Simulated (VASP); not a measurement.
Input of a VASP 6.6.1 run:

File INCAR:

```
SYSTEM = GaP
ALGO = Normal
EDIFF = 1E-6
ENCUT = 520
GGA = CA
ISIF = 2
ISMEAR = 0
LASPH = .TRUE.
LCHARG = .FALSE.
LREAL = .FALSE.
LWAVE = .FALSE.
NBANDS = 16
NELM = 100
PREC = Accurate
SIGMA = 0.01
```

The input KPOINTS:

```
k-points
0
G
  4 4 4
  0 0 0
```

File POSCAR:

```
GaP
1.0
    0.0000000000      2.7254102062      2.7254102062
    2.7254102062      0.0000000000      2.7254102062
    2.7254102062      2.7254102062      0.0000000000
Ga P
1 1
Direct
    0.0000000000      0.0000000000      0.0000000000
    0.2500000000      0.2500000000      0.2500000000
```

Potentials or basis: VASP PAW LDA potentials, release 64 (Ga_d, P).

Launch:

```bash
$ cat potpaw_LDA.64/Ga_d/POTCAR potpaw_LDA.64/P/POTCAR > POTCAR
$ mpirun -np 1 vasp_std > vasp.out
```

Question: What does it give for the pressure?

Answer: -2.3 GPa.

Question: What does it give for the band gap on the k mesh?

Answer: 1.46 eV, indirect (least direct gap 1.62 eV).

Caveat: the k points lie up to 0.50 Å⁻¹ apart. A k mesh can miss the band edges.
